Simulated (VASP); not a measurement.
**NaCl: single point with PBE**

NaCl:

```
CELL_PARAMETERS angstrom
0.17803 3.13625 3.13625
3.13625 0.17803 3.13625
3.13625 3.13625 0.17803
ATOMIC_POSITIONS crystal
Na 0.00624 0.00624 0.00624
Cl 0.24376 0.24376 0.24376
```

This cell differs from its parent crystal: epitaxial 111 strain -4.2%.

```json
{"Program": "VASP 6.6.1", "Task": "single point", "Functional": "PBE", "Potentials or basis": "VASP PAW PBE potentials, release 64 (Na_pv, Cl)", "Cutoff": "520 eV", "k mesh": "8 × 8 × 8", "Occupations": "fermi-dirac, width 0.02 eV", "Spin": "no spin polarisation", "Dipole correction": "no", "Further INCAR settings": "ALGO = Normal; EDIFF = 1e-06; NBANDS = 14"}
```

```json
{
  "Pressure": "1.4 GPa",
  "Largest force": "0.008 eV/Å",
  "Band gap on the k mesh": "4.90 eV"
}
```

Forces on the atoms (eV/Å):
```
Na   0.004  0.004  0.004
Cl  -0.004 -0.004 -0.004
```

Stress tensor (GPa, compression positive):
```
 1.44 -0.36 -0.36
-0.36  1.44 -0.36
-0.36 -0.36  1.44
```

Levels at points of the mesh, in eV from the valence-band top:
```tsv
k point	band 5	band 6	band 7	band 8	band 9	band 10
(0.00, 0.00, 0.00)	-0.25	0.00	0.00	4.90	10.63	11.59
(0.50, 0.00, 0.00)	-1.21	-0.29	-0.15	7.58	9.07	10.24
(0.50, 0.50, 0.00)	-1.13	-0.52	-0.30	6.94	9.06	10.78
(0.50, 0.50, 0.50)	-1.29	-0.06	-0.06	7.63	8.61	11.04
```

Wall time 79 s on 1 thread of Intel Xeon 8259CL (shared host), peak memory 0.22 GiB.

Caveat: the cell differs from its parent crystal (epitaxial 111 strain -4.2%). A k mesh can miss the band edges.
